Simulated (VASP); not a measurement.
# Ir (Fm-3m) in VASP: a series of runs

Ir is run at these levels: LDA; tasks: single point, relaxation of volume and atoms at fixed shape.

All numbers are computed with VASP 6.6.1; they aren't measurements. Logs are shortened: lines on timing, memory, paths and dates and some standing lists are left out, and cuts for length are marked.

### 1 The cell of the first run

The structure is cubic, space group Fm-3m (No. 225). The conventional cell has a = 3.811 Å, b = 3.811 Å, c = 3.811 Å, α = 90.00°, β = 90.00°, γ = 90.00°. Within 3.6 Å of Ir (site symmetry m-3m) lie 12 Ir at 2.69 Å.

### 2 Single point, LDA

Input file INCAR:

```
SYSTEM = Ir
PREC = Accurate ; ENCUT = 520
EDIFF = 1E-6 ; ISMEAR = 1
SIGMA = 0.05 ; LREAL = .FALSE.
LASPH = .TRUE. ; NELM = 60
ALGO = Normal ; ISIF = 2
LWAVE = .FALSE. ; LCHARG = .TRUE.
GGA = CA ; LELF = .TRUE.
LVHAR = .TRUE. ; NBANDS = 10
```

Input file KPOINTS:

```
Automatic mesh
0
G
  21 21 21
  0 0 0
```

Input file POSCAR:

```
Ir
1.0
    0.0000000000      1.9054157522      1.9054157522
    1.9054157522      0.0000000000      1.9054157522
    1.9054157522      1.9054157522      0.0000000000
Ir
1
Direct
    0.0000000000      0.0000000000      0.0000000000
```

Potentials or basis: VASP PAW LDA potentials, release 64 (Ir).

Launch:

```
$ cat potpaw_LDA.64/Ir/POTCAR > POTCAR
$ mpirun -np 1 vasp_std > vasp.out
```

OUTCAR:

```text
SYSTEM = Ir
   PREC = Accurate
   ENCUT = 520
   EDIFF = 1E-6
   ISMEAR = 1
   LREAL = .FALSE.
   LASPH = .TRUE.
   NELM = 60
   ISIF = 2
   GGA = CA

 ion  position               nearest neighbor table
   1  0.000  0.000  0.000-

  LATTYP: Found a face centered cubic cell.
 ALAT       =     3.8108315044

  Lattice vectors:

 A1 = (   0.0000000000,   1.9054157522,   1.9054157522)
 A2 = (   1.9054157522,   0.0000000000,   1.9054157522)
 A3 = (   1.9054157522,   1.9054157522,   0.0000000000)

Analysis of symmetry for initial positions (statically):
=====================================================================
 Subroutine PRICEL returns:
 Original cell was already a primitive cell.

 Routine SETGRP: Setting up the symmetry group for a
 face centered cubic supercell.

 Subroutine GETGRP returns: Found 48 space group operations
 (whereof 48 operations were pure point group operations)
 out of a pool of 48 trial point group operations.

The static configuration has the point symmetry O_h .

Analysis of symmetry for dynamics (positions and initial velocities):
=====================================================================
 Subroutine PRICEL returns:
 Original cell was already a primitive cell.

 Routine SETGRP: Setting up the symmetry group for a
 face centered cubic supercell.

 Subroutine GETGRP returns: Found 48 space group operations
 (whereof 48 operations were pure point group operations)
 out of a pool of 48 trial point group operations.

The dynamic configuration has the point symmetry O_h .

 Subroutine INISYM returns: Found 48 space group operations
 (whereof 48 operations are pure point group operations),
 and found     1 'primitive' translations

----------------------------------------------------------------------------------------

                                     Primitive cell

  volume of cell :      13.8356

  direct lattice vectors                    reciprocal lattice vectors
     0.000000000  1.905415752  1.905415752    -0.262409923  0.262409923  0.262409923
     1.905415752  0.000000000  1.905415752     0.262409923 -0.262409923  0.262409923
     1.905415752  1.905415752  0.000000000     0.262409923  0.262409923 -0.262409923

  length of vectors
     2.694664799  2.694664799  2.694664799     0.454507318  0.454507318  0.454507318

  position of ions in fractional coordinates (direct lattice)
     0.000000000  0.000000000  0.000000000

  ion indices of the primitive-cell ions
   primitive index   ion index
                 1           1

----------------------------------------------------------------------------------------

 KPOINTS: Automatic mesh

Automatic generation of k-mesh.
 Grid dimensions read from file:
 generate k-points for:   21   21   21

 Generating k-lattice:

  Cartesian coordinates                     Fractional coordinates (reciprocal lattice)
    -0.012495711  0.012495711  0.012495711     0.047619048  0.000000000  0.000000000
     0.012495711 -0.012495711  0.012495711     0.000000000  0.047619048  0.000000000
     0.012495711  0.012495711 -0.012495711     0.000000000  0.000000000  0.047619048

  Length of vectors
     0.021643206  0.021643206  0.021643206

  Shift w.r.t. Gamma in fractional coordinates (k-lattice)
     0.000000000  0.000000000  0.000000000

 Subroutine IBZKPT returns following result:
 ===========================================

 Found    286 irreducible k-points:

 Following reciprocal coordinates:
            Coordinates               Weight
  0.000000  0.000000  0.000000      1.000000
  0.047619  0.000000  0.000000      8.000000
  0.095238  0.000000  0.000000      8.000000
  0.142857  0.000000  0.000000      8.000000
  0.190476  0.000000  0.000000      8.000000
  0.238095  0.000000  0.000000      8.000000
[... 16 lines left out ...]
 -0.428571  0.047619  0.000000     24.000000
 -0.380952  0.047619  0.000000     24.000000
 [... further k-points ...]
   k-points           NKPTS =    286   k-points in BZ     NKDIM =    286   number of bands    NBANDS=     10
   number of dos      NEDOS =    301   number of ions     NIONS =      1
   total plane-waves  NPLWV =   8000
   dimension x,y,z NGX =    20 NGY =   20 NGZ =   20
   dimension x,y,z NGXF=    40 NGYF=   40 NGZF=   40
   ions per type =               1
   NGX,Y,Z   is equivalent  to a cutoff of  12.34, 12.34, 12.34 a.u.
   NGXF,Y,Z  is equivalent  to a cutoff of  24.68, 24.68, 24.68 a.u.
 SYSTEM =  Ir
   PREC   = accura    normal or accurate (medium, high low for compatibility)
   ISTART =      0    job   : 0-new  1-cont  2-samecut
   ICHARG =      2    charge: 1-file 2-atom 10-const
   ISPIN  =      1    spin polarized calculation?
   LNONCOLLINEAR =      F non collinear calculations
   LSORBIT =      F    spin-orbit coupling
   LASPH  =      T    aspherical Exc in radial PAW
   ENCUT  =  520.0 eV  38.22 Ry    6.18 a.u.   5.01  5.01  5.01*2*pi/ulx,y,z
   NELM   =     60;   NELMIN=  2; NELMDL= -5     # of ELM steps
   EDIFF  = 0.1E-05   stopping-criterion for ELM
   LREAL  =      F    real-space projection
   EDIFFG = 0.1E-04   stopping-criterion for IOM
   NSW    =      0    number of steps for IOM
   IBRION =     -1    ionic relax: 0-MD 1-quasi-New 2-CG
   NFREE  =      0    steps in history (QN), initial steepest desc. (CG)
   ISIF   =      2    stress and relaxation
   ISYM   =      2    0-nonsym 1-usesym 2-fastsym
   POTIM  = 0.5000    time-step for ionic-motion
   TEBEG  =    0.0;   TEEND  =   0.0 temperature during run
   PSTRESS=    0.0 pullay stress
   NELECT =       9.0000    total number of electrons
   NUPDOWN=      -1.0000    fix difference up-down
   EMIN   =  10.00;   EMAX   =-10.00  energy-range for DOS
   EFERMI =   0.00;   METHOD = LEGACY
   ISMEAR =     1;   SIGMA  =   0.05  broadening in eV -4-tet -1-fermi 0-gaus
   EFERMI_NEDOS =   21; number of points for ismear=-14 and -15
   IALGO  =     38    algorithm
   IMIX   =      4    mixing-type and parameters
     AMIX     =   0.40;   BMIX     =  1.00
     AMIX_MAG =   1.60;   BMIX_MAG =  1.00
  volume/ion in A,a.u.               =      13.84        93.37
  Fermi-wavevector in a.u.,A,eV,Ry     =   1.418478  2.680535 27.376006  2.012080
  Thomas-Fermi vector in A             =   2.539599
   LORBIT       =      0    0 simple, 1 ext, 2 COOP (PROOUT), +10 PAW based schemes
   GGA     = CA    functional components
   LHFCALC =     F    Hartree Fock is set to
   AEXX    =    0.0000 exact exchange contribution
   IVDW    =     0    specifies the selected vdW correction
   LEPSILON=     F    determine dielectric tensor
   LRPA    =     F    only Hartree local field effects (RPA)
 non-spin polarized calculation
 Methfessel and Paxton  Order N= 1 SIGMA  =   0.05
  energy-cutoff  :      520.00
  volume of cell :       13.84
 maximum number of plane-waves:       383
   NGX =  9   NGY =  9   NGZ =  9

 number of electron       9.0000001 magnetization

 Free energy of the ion-electron system (eV)
  ---------------------------------------------------
  ext. energy  EPLUGINS =         0.00000000
  ---------------------------------------------------
  free energy    TOTEN  =       -10.32452419 eV

  energy without entropy =      -10.32439702  energy(sigma->0) =      -10.32448180

 E-fermi :  10.7319     XC(G=0): -14.2680

 val. band max:       10.7297617013   @ k =  -0.4286   0.4286   0.0476
 cond. band min:      10.7472247781   @ k =   0.4762   0.2381   0.0952
 fundamental gap:      0.0174630767
 Fermi energy:        10.7318728898

 k-point     1 :       0.0000    0.0000    0.0000
  band No.  band energies     occupation
      1      -0.6399      2.00000
      2       6.6571      2.00000
      3       6.6571      2.00000
      4       6.6571      2.00000
      5       9.4809      2.00000
      6       9.4809      2.00000
      7      25.0034      0.00000
      8      30.6754      0.00000
      9      30.6754      0.00000
     10      30.6754      0.00000

 k-point     2 :       0.0476    0.0000    0.0000
  band No.  band energies     occupation
      1      -0.5360      2.00000
      2       6.6003      2.00000
      3       6.7031      2.00000
      4       6.7031      2.00000
      5       9.4500      2.00000
      6       9.4500      2.00000
      7      25.1865      0.00000
      8      30.1099      0.00000
      9      30.8488      0.00000
     10      30.8488      0.00000

 k-point     3 :       0.0952    0.0000    0.0000
  band No.  band energies     occupation
      1      -0.2321      2.00000
      2       6.4486      2.00000
      3       6.8289      2.00000
      4       6.8289      2.00000
      5       9.3751      2.00000
      6       9.3751      2.00000
      7      25.7029      0.00000
      8      28.9200      0.00000
      9      31.3574      0.00000
     10      31.3574      0.00000

 k-point     4 :       0.1429    0.0000    0.0000
  band No.  band energies     occupation
      1       0.2450      2.00000
      2       6.2547      2.00000
      3       6.9929      2.00000
      4       6.9929      2.00000
      5       9.3117      2.00000
      6       9.3117      2.00000
      7      26.4248      0.00000
      8      27.6273      0.00000
      9      32.1672      0.00000
     10      32.1672      0.00000
[... 222 lines left out ...]
 k-point    22 :      -0.4762    0.0476    0.0000
  band No.  band energies     occupation
      1       2.4407      2.00000
      2       6.4796      2.00000
      3       6.6342      2.00000
      4       9.4856      2.00000
      5      11.6043     -0.00000
      6      12.1726      0.00000
      7      18.1722      0.00000
      8      24.7323      0.00000
      9      30.4014      0.00000
     10      30.6469      0.00000

 k-point    23 :      -0.4286    0.0476    0.0000
  band No.  band energies     occupation
      1       2.4503      2.00000
      2       6.5339      2.00000
      3       6.6650      2.00000
      4       9.0708      2.00000
      5      11.3330     -0.00000
      6      12.0153      0.00000
      7      18.8416      0.00000
      8      24.9124      0.00000
      9      30.4959      0.00000
     10      31.2400      0.00000

 k-point    24 :      -0.3810    0.0476    0.0000
  band No.  band energies     occupation
      1       2.4534      2.00000
      2       6.6459      2.00000
      3       6.7559      2.00000
      4       8.2062      2.00000
      5      10.8832     -0.00016
      6      11.6256     -0.00000
      7      20.1667      0.00000
      8      25.3724      0.00000
      9      31.0584      0.00000
     10      32.3044      0.00000

 [... further k-points ...]

------------------------ aborting loop because EDIFF is reached ----------------------------------------

  FORCE on cell =-STRESS in cart. coord.  units (eV):
  Direction    XX          YY          ZZ          XY          YZ          ZX
  --------------------------------------------------------------------------------------
  -------------------------------------------------------------------------------------
  Total        0.2295424      0.2295424      0.2295424     -0.0000000      0.0000000     -0.0000000
  in kB       26.5811806     26.5811806     26.5811806     -0.0000000      0.0000000     -0.0000000
  external PRESSURE =      26.5811806 kB  Pullay stress =       0.0000000 kB

 VOLUME and BASIS-vectors are now :
 -----------------------------------------------------------------------------
  energy-cutoff  :      520.00
  volume of cell :       13.84
      direct lattice vectors                 reciprocal lattice vectors
     0.000000000  1.905415752  1.905415752    -0.262409923  0.262409923  0.262409923
     1.905415752  0.000000000  1.905415752     0.262409923 -0.262409923  0.262409923
     1.905415752  1.905415752  0.000000000     0.262409923  0.262409923 -0.262409923

 POSITION                                       TOTAL-FORCE (eV/Angst)
 -----------------------------------------------------------------------------------
      0.00000      0.00000      0.00000         0.000000      0.000000      0.000000
 -----------------------------------------------------------------------------------
    total drift:                                0.000000      0.000000     -0.000000

  FREE ENERGIE OF THE ION-ELECTRON SYSTEM (eV)
  ---------------------------------------------------
  free  energy   TOTEN  =       -10.3245241938 eV

  energy  without entropy=      -10.3243970228  energy(sigma->0) =      -10.32448180
```

Run time: 17 s. Hardware: 1 thread of Intel Xeon Platinum 8488C (Sapphire Rapids), shared host; peak memory 0.15 GiB.

What came out:

```yaml
Free_energy: -10.3245 eV
Pressure: 2.7 GPa
Band_gap_on_the_k_mesh: zero (an odd number of electrons rules out a gap without spin polarisation)
```

Levels at points of the mesh, in eV from the Fermi level:
```csv
k point,band 1,band 2,band 3,band 4,band 5,band 6,band 7,band 8,band 9
"(0.00, 0.00, 0.00)",-11.37,-4.07,-4.07,-4.07,-1.25,-1.25,14.27,19.94,19.94
```

Caveat: spin-orbit coupling is left out, which moves the levels of the heavy elements.

[end of part 1 of 2]
